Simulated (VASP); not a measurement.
# Cd2B2N (I4/mmm) in VASP: notebook, part 2 of 2

VASP 6.6.1. The steps go on from the part before.

## 3. Single point, r2SCAN

POSCAR reads:

```
Cd2B2N
1.0
    0.0000000000      3.6952970000      0.0000000000
    3.6952970000      0.0000000000      0.0000000000
    1.8476480000      1.8476480000     -4.9342460000
B Cd N
2 2 1
Direct
    0.3780000000      0.3780000000      0.2440000000
    0.6220000000      0.6220000000      0.7560000000
    0.7500000000      0.2500000000      0.5000000000
    0.2500000000      0.7500000000      0.5000000000
    0.0000000000      0.0000000000      0.0000000000
```

INCAR.step1 reads:

```
SYSTEM = Cd2B2N
PREC     = Accurate       ! precision mode
ENCUT    = 520            ! plane-wave cutoff, eV
ISMEAR   = -1             ! smearing method
SIGMA    = 0.1            ! smearing width, eV
LREAL    = .FALSE.        ! projectors in reciprocal space
LASPH    = .TRUE.         ! aspherical terms in the spheres
NELM     = 80             ! most SCF steps
NBANDS   = 26             ! bands
GGA      = PE             ! functional
ALGO     = Normal         ! electronic algorithm
EDIFF    = 1E-4           ! SCF threshold, eV
LWAVE    = .TRUE.         ! write WAVECAR
LCHARG   = .FALSE.        ! write CHGCAR
```

INCAR.step2 reads:

```
SYSTEM = Cd2B2N
PREC     = Accurate       ! precision mode
ENCUT    = 520            ! plane-wave cutoff, eV
EDIFF    = 1E-6           ! SCF threshold, eV
ISMEAR   = -1             ! smearing method
SIGMA    = 0.1            ! smearing width, eV
LREAL    = .FALSE.        ! projectors in reciprocal space
LASPH    = .TRUE.         ! aspherical terms in the spheres
NELM     = 80             ! most SCF steps
ALGO     = Normal         ! electronic algorithm
ISIF     = 2              ! what is computed and relaxed
LWAVE    = .FALSE.        ! write WAVECAR
LCHARG   = .FALSE.        ! write CHGCAR
METAGGA  = R2SCAN         ! meta-GGA
LMIXTAU  = .TRUE.       
NBANDS   = 26             ! bands
ISTART   = 1
```

KPOINTS reads:

```
Automatic mesh
0
G
  5 5 5
  0 0 0
```

Potentials or basis: VASP PAW PBE potentials, release 64 (B, Cd, N).

Run with:

```sh
$ cat potpaw_PBE.64/B/POTCAR potpaw_PBE.64/Cd/POTCAR potpaw_PBE.64/N/POTCAR > POTCAR
$ cp INCAR.step1 INCAR
$ mpirun -np 1 vasp_std > vasp.out
$ cp INCAR.step2 INCAR
$ mpirun -np 1 vasp_std > vasp.out
```

It took 79 s on 1 thread of Intel Xeon Platinum 8375C at 2.90GHz (Ice Lake), shared host; peak memory 0.2 GiB.

The run converged. Its results:

```
Free energy            : -51.4369 eV
Pressure               : 17.8 GPa
Largest force          : 4.932 eV/Å
Band gap on the k mesh : zero (an odd number of electrons rules out a gap without spin polarisation)
```

Forces on the atoms (eV/Å):
```
B    0.000  0.000  4.932
B    0.000  0.000 -4.932
Cd   0.000  0.000  0.000
Cd   0.000  0.000  0.000
N    0.000  0.000  0.000
```

Stress tensor (GPa, compression positive):
```
 32.11   0.00   0.00
  0.00  32.11   0.00
  0.00   0.00 -10.78
```

Levels at points of the mesh, in eV from the Fermi level:
```csv
k point,band 15,band 16,band 17,band 18,band 19,band 20
"(0.00, 0.00, 0.00)",-1.02,-1.02,-0.92,-0.92,-0.29,3.05
```

Caveat: the k points lie up to 0.36 Å⁻¹ apart, too coarse for converged energies and pressures of a metal; the PAW data sets were made with another functional, which shifts forces and pressure a little.

## 4. Single point, r2SCAN

POSCAR is that of step 3.

INCAR.step1: that of step 3 with these lines changed.

```diff
@@ -3,4 +3,4 @@
 ENCUT    = 520            ! plane-wave cutoff, eV
-ISMEAR   = -1             ! smearing method
-SIGMA    = 0.1            ! smearing width, eV
+ISMEAR   = 1              ! smearing method
+SIGMA    = 0.025          ! smearing width, eV
 LREAL    = .FALSE.        ! projectors in reciprocal space
```

INCAR.step2: that of step 3 with these lines changed.

```diff
@@ -4,4 +4,4 @@
 EDIFF    = 1E-6           ! SCF threshold, eV
-ISMEAR   = -1             ! smearing method
-SIGMA    = 0.1            ! smearing width, eV
+ISMEAR   = 1              ! smearing method
+SIGMA    = 0.025          ! smearing width, eV
 LREAL    = .FALSE.        ! projectors in reciprocal space
```

KPOINTS reads:

```
regular mesh
0
G
  5 5 5
  0 0 0
```

Potentials or basis: VASP PAW PBE potentials, release 64 (B, Cd, N).

Run with:

```sh
$ cat potpaw_PBE.64/B/POTCAR potpaw_PBE.64/Cd/POTCAR potpaw_PBE.64/N/POTCAR > POTCAR
$ cp INCAR.step1 INCAR
$ mpirun -np 1 vasp_std > vasp.out
$ cp INCAR.step2 INCAR
$ mpirun -np 1 vasp_std > vasp.out
```

OUTCAR:

```text
SYSTEM = Cd2B2N
   PREC = Accurate
   ENCUT = 520
   EDIFF = 1E-6
   ISMEAR = 1
   LREAL = .FALSE.
   LASPH = .TRUE.
   NELM = 80
   ISIF = 2
   METAGGA = R2SCAN
   ISTART = 1

 ion  position               nearest neighbor table
   1  0.378  0.378  0.244-   3 2.24   4 2.24   4 2.24   3 2.24
   2  0.622  0.622  0.756-   3 2.24   4 2.24   4 2.24   3 2.24
   3  0.750  0.250  0.500-   1 2.24   2 2.24   1 2.24   2 2.24   4 2.61   4 2.61   4 2.61   4 2.61

   4  0.250  0.750  0.500-   1 2.24   2 2.24   1 2.24   2 2.24   3 2.61   3 2.61   3 2.61   3 2.61

   5  0.000  0.000  0.000-

[... 717 lines left out ...]
  -------------------------------------------------------------------------------------
  Total       13.5174230     13.5174230     -4.8234562     -0.0000000     -0.0000005     -0.0000005
  in kB      321.4289494    321.4289494   -114.6963039     -0.0000000     -0.0000116     -0.0000116
  external PRESSURE =     176.0538649 kB  Pullay stress =       0.0000000 kB

 VOLUME and BASIS-vectors are now :
 -----------------------------------------------------------------------------
  energy-cutoff  :      520.00
  volume of cell :       67.38
      direct lattice vectors                 reciprocal lattice vectors
     0.000000000  3.695297000  0.000000000     0.000000000  0.270614243  0.101332577
     3.695297000  0.000000000  0.000000000     0.270614243  0.000000000  0.101332577
     1.847648000  1.847648000 -4.934246000     0.000000000  0.000000000 -0.202665210

 POSITION                                       TOTAL-FORCE (eV/Angst)
 -----------------------------------------------------------------------------------
      1.84765      1.84765     -1.20396         0.000000      0.000000      4.839324
      3.69530      3.69530     -3.73029        -0.000000     -0.000000     -4.839324
      1.84765      3.69530     -2.46712        -0.000000     -0.000000      0.000000
      3.69530      1.84765     -2.46712         0.000000     -0.000000      0.000000
      0.00000      0.00000      0.00000        -0.000000      0.000000      0.000000
 -----------------------------------------------------------------------------------
    total drift:                               -0.000000      0.000000     -0.000000

  FREE ENERGIE OF THE ION-ELECTRON SYSTEM (eV)
  ---------------------------------------------------
  free  energy   TOTEN  =       -51.4005997593 eV

  energy  without entropy=      -51.4000777852  energy(sigma->0) =      -51.40042577
```

OUTCAR.step1:

```text
SYSTEM = Cd2B2N
   PREC = Accurate
   ENCUT = 520
   ISMEAR = 1
   LREAL = .FALSE.
   LASPH = .TRUE.
   NELM = 80
[... 747 lines left out ...]
      1.84765      3.69530     -2.46712        -0.000000     -0.000000      0.000000
      3.69530      1.84765     -2.46712         0.000000     -0.000000      0.000000
      0.00000      0.00000      0.00000        -0.000000      0.000000      0.000000
 -----------------------------------------------------------------------------------
    total drift:                               -0.000000      0.000000     -0.000000

  FREE ENERGIE OF THE ION-ELECTRON SYSTEM (eV)
  ---------------------------------------------------
  free  energy   TOTEN  =       -10.8253672569 eV

  energy  without entropy=      -10.8251701355  energy(sigma->0) =      -10.82530155
```

OSZICAR.step1:

```text
N       E                     dE             d eps       ncg     rms          rms(c)
DAV:   1     0.233878885978E+03    0.23388E+03   -0.17213E+04   936   0.129E+03
DAV:   2    -0.296611101162E+01   -0.23684E+03   -0.22617E+03  1032   0.331E+02
DAV:   3    -0.130066247963E+02   -0.10041E+02   -0.98279E+01  1078   0.687E+01
DAV:   4    -0.130767769189E+02   -0.70152E-01   -0.70009E-01  1102   0.529E+00
DAV:   5    -0.130771041420E+02   -0.32722E-03   -0.32720E-03  1044   0.311E-01    0.154E+01
DAV:   6    -0.155782696739E+02   -0.25012E+01   -0.34307E+01  1262   0.375E+01    0.286E+01
DAV:   7    -0.108920763744E+02    0.46862E+01   -0.14855E+01  1158   0.132E+01    0.124E+01
DAV:   8    -0.108398536881E+02    0.52223E-01   -0.78746E-01   948   0.507E+00    0.507E+00
DAV:   9    -0.108269214647E+02    0.12932E-01   -0.52758E-02  1074   0.132E+00    0.514E-01
DAV:  10    -0.108257561586E+02    0.11653E-02   -0.50282E-03  1022   0.498E-01    0.123E-01
DAV:  11    -0.108253995582E+02    0.35660E-03   -0.87275E-04  1006   0.233E-01    0.100E-01
DAV:  12    -0.108253672569E+02    0.32301E-04   -0.56198E-05   544   0.491E-02
   1 F= -.10825367E+02 E0= -.10825302E+02  d E =-.197121E-03
```

It took 93 s on 1 thread of Intel Xeon Platinum 8375C at 2.90GHz (Ice Lake), shared host; peak memory 0.2 GiB.

What came out:

| Item | Value |
| --- | --- |
| Free energy | -51.4006 eV |
| Pressure | 17.6 GPa |
| Largest force | 4.839 eV/Å |
| Band gap on the k mesh | zero (an odd number of electrons rules out a gap without spin polarisation) |

Forces on the atoms (eV/Å):
```
B    0.000  0.000  4.839
B    0.000  0.000 -4.839
Cd   0.000  0.000  0.000
Cd   0.000  0.000  0.000
N    0.000  0.000  0.000
```

Caveat: the k points lie up to 0.36 Å⁻¹ apart, too coarse for converged energies and pressures of a metal; the PAW data sets were made with another functional, which shifts forces and pressure a little.

## 5. Single point, r2SCAN

POSCAR is that of step 4.

INCAR.step1 reads:

```
ALGO = Normal ; EDIFF = 1E-4
ENCUT = 520 ; GGA = PE
ISMEAR = -1 ; LASPH = T
LCHARG = F ; LREAL = F
LWAVE = T ; NBANDS = 26
NELM = 80 ; PREC = Accurate
SIGMA = 0.1
```

INCAR.step2 reads:

```
ALGO = Normal ; EDIFF = 1E-6
ENCUT = 520 ; ISIF = 2
ISMEAR = -1 ; ISTART = 1
LASPH = T ; LCHARG = T
LELF = T ; LMIXTAU = T
LREAL = F ; LVHAR = T
LWAVE = F ; METAGGA = R2SCAN
NBANDS = 26 ; NELM = 80
PREC = Accurate ; SIGMA = 0.1
```

KPOINTS reads:

```
k-points
0
Gamma
  5 5 5
```

Run with:

```sh
$ cat potpaw_PBE.64/B/POTCAR potpaw_PBE.64/Cd/POTCAR potpaw_PBE.64/N/POTCAR > POTCAR
$ cp INCAR.step1 INCAR
$ mpirun -np 1 vasp_std > vasp.out
$ cp INCAR.step2 INCAR
$ mpirun -np 1 vasp_std > vasp.out
```

Wall time 88 s (1 thread of Intel Xeon Platinum 8375C at 2.90GHz (Ice Lake), shared host); peak memory 0.2 GiB.

It converged, with:

| Item | Value |
| --- | --- |
| Free energy | -51.4369 eV |
| Pressure | 17.8 GPa |
| Largest force | 4.932 eV/Å |
| Band gap on the k mesh | zero (an odd number of electrons rules out a gap without spin polarisation) |

Forces in eV/Å, atoms in the order of the input:
```
B    0.000  0.000  4.932
B    0.000  0.000 -4.932
Cd   0.000  0.000  0.000
Cd   0.000  0.000  0.000
N    0.000  0.000  0.000
```

Stress tensor (GPa, compression positive):
```
 32.11   0.00   0.00
  0.00  32.11   0.00
  0.00   0.00 -10.78
```

Levels at points of the mesh, in eV from the Fermi level:
```tsv
k point	band 14	band 15	band 16	band 17	band 18	band 19	band 20	band 21
(0.00, 0.00, 0.00)	-2.40	-1.02	-1.02	-0.92	-0.92	-0.29	3.05	3.05
```

Caveat: the k points lie up to 0.36 Å⁻¹ apart, too coarse for converged energies and pressures of a metal; the PAW data sets were made with another functional, which shifts forces and pressure a little.

## 6. Overview

```csv
k mesh,smearing,gap on the mesh (eV),pressure (GPa),largest force (eV/Å)
10 × 10 × 10,fermi-dirac 0.1 eV,none,18.2,4.92
5 × 5 × 5,fermi-dirac 0.1 eV,none,17.8,4.93
5 × 5 × 5,methfessel-paxton 0.025 eV,none,17.6,4.84
```

Alike in all rows: task single point; level r2SCAN; potentials or basis VASP PAW PBE potentials, release 64 (B, Cd, N); no spin polarisation; cell as given; cutoff (eV) 520.

Caveats: some runs use coarse meshes; the PAW data sets were made with another functional, which shifts forces and pressure a little; the cell stands under pressure (at least some runs).

Total energies depend on the potentials used, so only differences within one code and one set of settings carry meaning.
